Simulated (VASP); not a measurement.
# HW8S16 (a cell with a defect) in VASP: single point with PBE+D3(BJ)

Aim: the single point of HW8S16 (a cell with a defect) with PBE+D3(BJ).

All numbers are computed with VASP 6.6.1; they aren't measurements. Logs are shortened: lines on timing, memory, paths and dates and some standing lists are left out, and cuts for length are marked.

### 1 The cell of the first run

The cell holds a defect, 25 atoms: a = 6.308 Å, b = 6.308 Å, c = 12.145 Å, α = 90.00°, β = 90.00°, γ = 120.00°.

### 2 Single point, PBE+D3(BJ)

Contents of INCAR:

```
  PREC = Accurate
  ENCUT = 520
  EDIFF = 1E-6
  ISMEAR = 0
  SIGMA = 0.01
  LREAL = Auto
  LASPH = T
  NELM = 60
  ALGO = Normal
  ISIF = 2
  LWAVE = F
  LCHARG = T
  GGA = PE
  IVDW = 12
  LELF = T
  LVHAR = T
  NBANDS = 122
  NELECT = 208.0
```

Contents of KPOINTS:

```
Automatic mesh
0
Gamma
  3 3 2
  0 0 0.5
```

Contents of POSCAR:

```
HW8S16
1.0
    6.3082133253     -0.0000000001      0.0000000000
   -3.1541066627     -5.4630729922      0.0000000000
    0.0000000000      0.0000000000    -12.1445021927
W S H
8 16 1
Direct
    0.8343301016      0.1672008082      0.2522367455
    0.3343347523      0.1672109119      0.2522338506
    0.8343429989      0.6672108591      0.2522065108
    0.3343355370      0.6672024349      0.2522269618
    0.1705708629      0.3394795364      0.7526345228
    0.6677461895      0.3338970602      0.7526030707
    0.1705199881      0.8310889126      0.7525310549
    0.6621940722      0.8311315298      0.7525716939
    0.8325293055      0.1690739470      0.8842103513
    0.3381293713      0.1690137714      0.8842115948
    0.8325710680      0.6635749015      0.8841922040
    0.3344205803      0.6673793644      0.8846726241
    0.1676855693      0.3339121316      0.3818251900
    0.6676807859      0.3338988959      0.3817557337
    0.1676729303      0.8338402270      0.3818095781
    0.6676347234      0.8338315260      0.3818163353
    0.8326126139      0.1691948815      0.6209859498
    0.3381874919      0.1691735022      0.6209598905
    0.8325023754      0.6634853248      0.6209577437
    0.3344444224      0.6671506051      0.6204903404
    0.1676689562      0.3338916548      0.1226524175
    0.6676625464      0.3338486981      0.1226973750
    0.1677042933      0.8338727800      0.1226376923
    0.6676335938      0.8338759262      0.1226387428
    0.0011500202      0.0005864770      0.7525439222
```

Potentials or basis: VASP PAW PBE potentials, release 64 (W_sv, S, H).

Command:

```console
$ cat potpaw_PBE.64/W_sv/POTCAR potpaw_PBE.64/S/POTCAR potpaw_PBE.64/H/POTCAR > POTCAR
$ mpirun -np 1 vasp_std > vasp.out
```

OUTCAR:

```text
PREC = Accurate
   ENCUT = 520
   EDIFF = 1E-6
   ISMEAR = 0
   LREAL = Auto
   LASPH = T
   NELM = 60
   ISIF = 2
   GGA = PE
   IVDW = 12
   NELECT = 208.0
 IVDW          = 12

 ion  position               nearest neighbor table
   1  0.834  0.167  0.252-  14 2.41  22 2.41  21 2.41  24 2.41  16 2.41  13 2.41   3 3.15   4 3.15
                             2 3.15   2 3.15   4 3.15   3 3.15
   2  0.334  0.167  0.252-  14 2.41  22 2.41  21 2.41  15 2.41  23 2.41  13 2.41   4 3.15   3 3.15
                             1 3.15   1 3.15   3 3.15   4 3.15
   3  0.834  0.667  0.252-  22 2.41  14 2.41  23 2.41  24 2.41  15 2.41  16 2.41   2 3.15   1 3.15
                             4 3.15   4 3.15   1 3.15   2 3.15
   4  0.334  0.667  0.252-  21 2.41  15 2.41  24 2.41  16 2.41  23 2.41  13 2.41   2 3.15   1 3.15
                             3 3.15   3 3.15   1 3.15   2 3.15
   5  0.171  0.339  0.753-  25 1.85  20 2.40  12 2.40  10 2.44   9 2.44  17 2.44  18 2.44   7 3.10
                             8 3.10   6 3.15   6 3.15   8 3.21   7 3.21
   6  0.668  0.334  0.753-  17 2.41   9 2.41  10 2.41  18 2.41  11 2.41  19 2.41   5 3.15   7 3.15
                             8 3.15   8 3.15   7 3.15   5 3.15
   7  0.171  0.831  0.753-  25 1.85  12 2.40  20 2.40  19 2.44  18 2.44  11 2.44  10 2.44   5 3.10
                             8 3.10   6 3.15   6 3.15   8 3.21   5 3.21
   8  0.662  0.831  0.753-  25 1.85  20 2.40  12 2.40  11 2.44  19 2.44   9 2.44  17 2.44   5 3.10
                             7 3.10   6 3.15   6 3.15   7 3.21   5 3.21
   9  0.833  0.169  0.884-   6 2.41   5 2.44   8 2.44
  10  0.338  0.169  0.884-   6 2.41   5 2.44   7 2.44
  11  0.833  0.664  0.884-   6 2.41   8 2.44   7 2.44
  12  0.334  0.667  0.885-   7 2.40   8 2.40   5 2.40
  13  0.168  0.334  0.382-   4 2.41   1 2.41   2 2.41
  14  0.668  0.334  0.382-   1 2.41   2 2.41   3 2.41
[... 9 lines left out ...]
  24  0.668  0.834  0.123-   4 2.41   3 2.41   1 2.41
  25  0.001  0.001  0.753-   7 1.85   5 1.85   8 1.85

  LATTYP: Found a hexagonal cell.
 ALAT       =     6.3082133253
 C/A-ratio  =     1.9251888873

  Lattice vectors:

 A1 = (   6.3082133253,  -0.0000000001,   0.0000000000)
 A2 = (  -3.1541066627,  -5.4630729922,   0.0000000000)
 A3 = (   0.0000000000,   0.0000000000, -12.1445021927)

Analysis of symmetry for initial positions (statically):
=====================================================================
 Subroutine PRICEL returns:
 Original cell was already a primitive cell.

 Routine SETGRP: Setting up the symmetry group for a
 hexagonal supercell.

 Subroutine GETGRP returns: Found  1 space group operations
 (whereof  1 operations were pure point group operations)
 out of a pool of 24 trial point group operations.

The static configuration has the point symmetry C_1 .

Analysis of symmetry for dynamics (positions and initial velocities):
=====================================================================
 Subroutine PRICEL returns:
 Original cell was already a primitive cell.

 Routine SETGRP: Setting up the symmetry group for a
 hexagonal supercell.

 Subroutine GETGRP returns: Found  1 space group operations
 (whereof  1 operations were pure point group operations)
 out of a pool of 24 trial point group operations.

The dynamic configuration has the point symmetry C_1 .

 Subroutine INISYM returns: Found  1 space group operations
 (whereof  1 operations are pure point group operations),
 and found     1 'primitive' translations

----------------------------------------------------------------------------------------

                                     Primitive cell

  volume of cell :     418.5266

  direct lattice vectors                    reciprocal lattice vectors
     6.308213325 -0.000000000  0.000000000     0.158523491 -0.091523580  0.000000000
    -3.154106663 -5.463072992  0.000000000    -0.000000000 -0.183047161  0.000000000
     0.000000000  0.000000000-12.144502193     0.000000000  0.000000000 -0.082341786

  length of vectors
     6.308213325  6.308213325 12.144502193     0.183047161  0.183047161  0.082341786

  position of ions in fractional coordinates (direct lattice)
     0.834330102  0.167200808  0.252236745
     0.334334752  0.167210912  0.252233851
     0.834342999  0.667210859  0.252206511
     0.334335537  0.667202435  0.252226962
     0.170570863  0.339479536  0.752634523
     0.667746190  0.333897060  0.752603071
[... 17 lines left out ...]
     0.667633594  0.833875926  0.122638743
     0.001150020  0.000586477  0.752543922

  ion indices of the primitive-cell ions
   primitive index   ion index
                 1           1
                 2           2
                 3           3
                 4           4
                 5           5
                 6           6
[... 17 lines left out ...]
                24          24
                25          25

----------------------------------------------------------------------------------------

 KPOINTS: Automatic mesh

Automatic generation of k-mesh.
 Grid dimensions read from file:
 generate k-points for:    3    3    2

 Generating k-lattice:

  Cartesian coordinates                     Fractional coordinates (reciprocal lattice)
     0.052841164 -0.030507860  0.000000000     0.333333333 -0.000000000  0.000000000
    -0.000000000 -0.061015720  0.000000000    -0.000000000  0.333333333  0.000000000
     0.000000000  0.000000000 -0.041170893     0.000000000  0.000000000  0.500000000

  Length of vectors
     0.061015720  0.061015720  0.041170893

  Shift w.r.t. Gamma in fractional coordinates (k-lattice)
     0.000000000  0.000000000  0.500000000

 Subroutine IBZKPT returns following result:
 ===========================================

 Found      9 irreducible k-points:

 Following reciprocal coordinates:
            Coordinates               Weight
  0.000000  0.000000  0.250000      2.000000
  0.333333  0.000000  0.250000      2.000000
 -0.000000  0.333333  0.250000      2.000000
 -0.333333  0.333333  0.250000      2.000000
 -0.333333 -0.000000  0.250000      2.000000
  0.000000 -0.333333  0.250000      2.000000
  0.333333 -0.333333  0.250000      2.000000
  0.333333  0.333333  0.250000      2.000000
 -0.333333 -0.333333  0.250000      2.000000
   k-points           NKPTS =      9   k-points in BZ     NKDIM =      9   number of bands    NBANDS=    122
   number of dos      NEDOS =    301   number of ions     NIONS =     25
   total plane-waves  NPLWV = 207360
   dimension x,y,z NGX =    48 NGY =   48 NGZ =   90
   dimension x,y,z NGXF=    96 NGYF=   96 NGZF=  180
   ions per type =               8  16   1
   NGX,Y,Z   is equivalent  to a cutoff of  12.65, 12.65, 12.32 a.u.
   NGXF,Y,Z  is equivalent  to a cutoff of  25.30, 25.30, 24.64 a.u.
 SYSTEM =  unknown system
   PREC   = accura    normal or accurate (medium, high low for compatibility)
   ISTART =      0    job   : 0-new  1-cont  2-samecut
   ICHARG =      2    charge: 1-file 2-atom 10-const
   ISPIN  =      1    spin polarized calculation?
   LNONCOLLINEAR =      F non collinear calculations
   LSORBIT =      F    spin-orbit coupling
   LASPH  =      T    aspherical Exc in radial PAW
   ENCUT  =  520.0 eV  38.22 Ry    6.18 a.u.  11.73 11.73 22.58*2*pi/ulx,y,z
   NELM   =     60;   NELMIN=  2; NELMDL= -5     # of ELM steps
   EDIFF  = 0.1E-05   stopping-criterion for ELM
   LREAL  =      T    real-space projection
   EDIFFG = 0.1E-04   stopping-criterion for IOM
   NSW    =      0    number of steps for IOM
   IBRION =     -1    ionic relax: 0-MD 1-quasi-New 2-CG
   NFREE  =      0    steps in history (QN), initial steepest desc. (CG)
   ISIF   =      2    stress and relaxation
   ISYM   =      2    0-nonsym 1-usesym 2-fastsym
   POTIM  = 0.5000    time-step for ionic-motion
   TEBEG  =    0.0;   TEEND  =   0.0 temperature during run
   PSTRESS=    0.0 pullay stress
   NELECT =     208.0000    total number of electrons
   NUPDOWN=      -1.0000    fix difference up-down
   EMIN   =  10.00;   EMAX   =-10.00  energy-range for DOS
   EFERMI =   0.00;   METHOD = LEGACY
   ISMEAR =     0;   SIGMA  =   0.01  broadening in eV -4-tet -1-fermi 0-gaus
   EFERMI_NEDOS =   21; number of points for ismear=-14 and -15
   IALGO  =     38    algorithm
   IMIX   =      4    mixing-type and parameters
     AMIX     =   0.40;   BMIX     =  1.00
     AMIX_MAG =   1.60;   BMIX_MAG =  1.00
  volume/ion in A,a.u.               =      16.74       112.97
  Fermi-wavevector in a.u.,A,eV,Ry     =   1.296746  2.450495 22.878879  1.681550
  Thomas-Fermi vector in A             =   2.428183
   LORBIT       =      0    0 simple, 1 ext, 2 COOP (PROOUT), +10 PAW based schemes
   GGA     = PE    functional components
   LHFCALC =     F    Hartree Fock is set to
   AEXX    =    0.0000 exact exchange contribution
   IVDW    =    12    specifies the selected vdW correction
   LEPSILON=     F    determine dielectric tensor
   LRPA    =     F    only Hartree local field effects (RPA)
 non-spin polarized calculation
 Gauss-broadening in eV      SIGMA  =   0.01
  energy-cutoff  :      520.00
  volume of cell :      418.53
 maximum number of plane-waves:     11289
   NGX = 23   NGY = 23   NGZ = 45

 number of electron     207.9999983 magnetization

 Free energy of the ion-electron system (eV)
  ---------------------------------------------------
  ext. energy  EPLUGINS =         0.00000000
  ---------------------------------------------------
  free energy    TOTEN  =      -198.71956840 eV

  energy without entropy =     -198.71956840  energy(sigma->0) =     -198.71956840

 E-fermi :   8.0231     XC(G=0): -11.0849

 val. band max:        7.8490889504   @ k =   0.0000   0.0000   0.2500
 cond. band min:       8.1150248154   @ k =  -0.3333  -0.3333   0.2500
 fundamental gap:      0.2659358650
 Fermi energy:         8.0231433616

 k-point     1 :       0.0000    0.0000    0.2500
  band No.  band energies     occupation
      1     -67.6314      2.00000
      2     -67.6159      2.00000
      3     -67.6158      2.00000
      4     -67.4197      2.00000
      5     -66.4155      2.00000
      6     -66.3974      2.00000
[... 108 lines left out ...]
    115      10.5200      0.00000
    116      10.5203      0.00000

 k-point     2 :       0.3333    0.0000    0.2500
  band No.  band energies     occupation
      1     -67.6281      2.00000
      2     -67.6190      2.00000
      3     -67.6158      2.00000
      4     -67.4198      2.00000
      5     -66.4108      2.00000
      6     -66.4014      2.00000
[... 825 lines left out ...]
 k-point     9 :      -0.3333   -0.3333    0.2500
  band No.  band energies     occupation
      1     -67.6248      2.00000
      2     -67.6221      2.00000
      3     -67.6159      2.00000
      4     -67.4199      2.00000
      5     -66.4045      2.00000
      6     -66.4044      2.00000
[... 108 lines left out ...]
    115       9.5365      0.00000
    116       9.6164      0.00000
 [bands above 116 left out]

------------------------ aborting loop because EDIFF is reached ----------------------------------------

 Edisp (eV)  -10.60765

 E8    (eV) :    -4.4380

  FORCE on cell =-STRESS in cart. coord.  units (eV):
  Direction    XX          YY          ZZ          XY          YZ          ZX
  --------------------------------------------------------------------------------------
  -------------------------------------------------------------------------------------
  Total     -10.96379   -10.96498   -14.54847     0.00803    -0.00183    -0.01107
  in kB     -41.97088   -41.97546   -55.69354     0.03075    -0.00701    -0.04236
  external pressure =      -46.55 kB  Pullay stress =        0.00 kB

 VOLUME and BASIS-vectors are now :
 -----------------------------------------------------------------------------
  energy-cutoff  :      520.00
  volume of cell :      418.53
      direct lattice vectors                 reciprocal lattice vectors
     6.308213325 -0.000000000  0.000000000     0.158523491 -0.091523580  0.000000000
    -3.154106663 -5.463072992  0.000000000    -0.000000000 -0.183047161  0.000000000
     0.000000000  0.000000000-12.144502193     0.000000000  0.000000000 -0.082341786

 POSITION                                       TOTAL-FORCE (eV/Angst)
 -----------------------------------------------------------------------------------
      4.73576     -0.91343     -3.06329         0.000374     -0.000607      0.001038
      1.58165     -0.91349     -3.06325         0.001026      0.000167      0.000973
      3.15876     -3.64502     -3.06292        -0.000638      0.000536     -0.003375
      0.00463     -3.64498     -3.06317         0.000288     -0.000490      0.000105
      0.00524     -1.85460     -9.14037        -0.002296     -0.015200      0.007871
      3.15914     -1.82410     -9.13999        -0.000081     -0.003160      0.004126
[... 17 lines left out ...]
      1.58144     -4.55553     -1.48939         0.000879      0.000516     -0.000544
      0.00540     -0.00320     -9.13927        -0.002785      0.000487      0.000332
 -----------------------------------------------------------------------------------
    total drift:                                0.002191     -0.000752     -0.023443

  FREE ENERGIE OF THE ION-ELECTRON SYSTEM (eV)
  ---------------------------------------------------
  free  energy   TOTEN  =      -209.3272201511 eV

  energy  without entropy=     -209.3272201511  energy(sigma->0) =     -209.32722015
```

Run time: 16 min. Hardware: 1 thread of AMD EPYC 7R43 (Zen 3), shared host; peak memory 0.61 GiB.

What came out:

```
Free energy                : -209.3272 eV
Largest force              : 0.017 eV/Å
Dispersion energy per atom : -0.424 eV
```

Forces in eV/Å, atoms in the order of the input:
```
W    0.000 -0.001  0.001
W    0.001  0.000  0.001
W   -0.001  0.001 -0.003
W    0.000  0.000  0.000
W   -0.002 -0.015  0.008
W    0.000 -0.003  0.004
W    0.012  0.003 -0.004
W   -0.013  0.005  0.000
S    0.004  0.000  0.008
S   -0.004  0.000  0.008
S    0.002  0.000  0.009
S    0.005  0.007  0.011
S    0.000  0.000 -0.002
S   -0.001  0.001 -0.002
S    0.000  0.000 -0.004
S   -0.001  0.000 -0.002
S    0.004  0.007 -0.007
S   -0.003  0.005 -0.008
S    0.001 -0.004 -0.006
S   -0.004 -0.003 -0.009
S    0.001 -0.002  0.001
S    0.000 -0.001 -0.002
S    0.001  0.000 -0.001
S    0.001  0.001 -0.001
H   -0.003  0.000  0.000
```

Levels at points of the mesh, in eV from the Fermi level:
```csv
k point,band 102,band 103,band 104,band 105,band 106,band 107
"(0.00, 0.00, 0.25)",-1.45,-1.18,-0.17,1.09,1.09,1.24
```

Caveat: the cell carries a net charge on a neutralising background, which shifts energy and pressure; the cell is charged against a uniform background, so pressure and absolute levels hang on convention; spin-orbit coupling is left out, which moves the levels of the heavy elements.
